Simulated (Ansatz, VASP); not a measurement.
## Be3S5: VASP beside Ansatz

Contents of INCAR:

```
SYSTEM = Be3S5
PREC = Accurate
ENCUT = 520
EDIFF = 1E-7
ISMEAR = 0
SIGMA = 0.1
LREAL = .False.
LASPH = .True.
NELM = 60
ALGO = Normal
ISIF = 2
LWAVE = .False.
LCHARG = .True.
GGA = PE
LELF = .True.
LVHAR = .True.
NBANDS = 28
```

Contents of KPOINTS:

```
Automatic mesh
0
Gamma
  4 4 4
  0 0 0
```

File POSCAR:

```
Be3S5
1.0
    0.0000000000     -3.5802012458      0.0000000000
    3.5802012458      0.0000000000      0.0000000000
   -1.7901006229      1.7901006229     10.8488239261
Be S
3 5
Direct
    0.3064132634      0.3064132634      0.6128265267
    0.6935867366      0.6935867366      0.3871734733
    0.0000000000      0.0000000000      0.0000000000
    0.4498488625      0.9498488625      0.8996977251
    0.3551485537      0.8551485537      0.7102971074
    0.7500000000      0.2500000000      0.5000000000
    0.0501511375      0.5501511375      0.1003022749
    0.1448514463      0.6448514463      0.2897028926
```

Input for Ansatz:

```yaml
crystal:
  lattice:
    - [0.0, -3.5802012458, 0.0]
    - [3.5802012458, 0.0, 0.0]
    - [-1.7901006229, 1.7901006229, 10.8488239261]
  atoms:
    - { symbol: Be, position: [0.3064132634, 0.3064132634, 0.6128265267] }
    - { symbol: Be, position: [0.6935867366, 0.6935867366, 0.3871734733] }
    - { symbol: Be, position: [0.0, 0.0, 0.0] }
    - { symbol: S, position: [0.4498488625, 0.9498488625, 0.8996977251] }
    - { symbol: S, position: [0.3551485537, 0.8551485537, 0.7102971074] }
    - { symbol: S, position: [0.75, 0.25, 0.5] }
    - { symbol: S, position: [0.0501511375, 0.5501511375, 0.1003022749] }
    - { symbol: S, position: [0.1448514463, 0.6448514463, 0.2897028926] }
basis:
  ecutwfc: 420
kpoints:
  mp_grid: { grid: [4, 4, 4] }
hamiltonian:
  xc: pbe
scf:
  occupations: { method: gaussian, width: 0.1 }
  lower_state_search: "off"
output:
  forces: true
  stress: true
  eigenvalues: true
```

Alike in both runs: task single point; functional PBE; k mesh 4 × 4 × 4; occupations gaussian, width 0.1 eV; no spin polarisation.

|  | VASP | Ansatz |
| --- | --- | --- |
| version | VASP 6.6.1 | Ansatz 0.2.0 |
| potentials or method | VASP PAW PBE potentials, release 64 (Be, S), cutoff 520 eV | scalar-relativistic, plane waves, PAW |
| valence electrons in the cell | 36 | 36 |

```csv
,VASP,Ansatz,Ansatz less VASP
gap on the k mesh at the Fermi level (eV),0.43,0.40,-0.028
least direct gap on the mesh (eV),0.68,0.65,-0.024
pressure (GPa),-0.1,0.1,+0.18
"traceless stress, the component that is largest in VASP (GPa)",-0.65,-0.30,+0.354
rms of the force components (eV/Å),0.052,0.004,-0.0485
```

Atom by atom the forces differ by 0.049 eV/Å (rms over components). With one functional, cell and mesh, what is left measures potentials, basis and numerics.

The k mesh is coarse, so the values compare programs but aren't converged.
